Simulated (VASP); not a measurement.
CdS, 2 atoms in the cell. Symmetry: I-4m2, No. 119, tetragonal system. Conventional cell: a = 4.157 Å, b = 4.157 Å, c = 5.585 Å, α = 90.00°, β = 90.00°, γ = 90.00°. Cd (site symmetry -4m2) has 4 S at 2.50 Å within 3.3 Å. S (site symmetry -4m2) has 4 Cd at 2.50 Å within 3.3 Å.  This cell differs from its parent crystal: uniaxial z strain -5.0%.

* Program: VASP 6.6.1
* Task: single point
* Functional: PBE
* Potentials or basis: VASP PAW PBE potentials, release 64 (Cd, S)
* Cutoff: 520 eV
* k mesh: 8 × 8 × 8
* Occupations: fermi-dirac, width 0.02 eV
* Spin: no spin polarisation
* Dipole correction: no
* Further INCAR settings: ALGO = Normal; EDIFF = 1e-06; NBANDS = 16

Potentials or basis: VASP PAW PBE potentials, release 64 (Cd, S).

The run is started by

```console
$ cat potpaw_PBE.64/Cd/POTCAR potpaw_PBE.64/S/POTCAR > POTCAR
$ mpirun -np 1 vasp_std > vasp.out
```

Hardware: 1 thread of Intel(R) Xeon(R) Platinum 8559C (Emerald Rapids) (shared host).

How long does it take, and how much memory?

Wall time 26 s on 1 thread of Intel(R) Xeon(R) Platinum 8559C (Emerald Rapids), on a shared host, peak memory 0.2 GiB. Counts: scf iterations 14, k points 59.
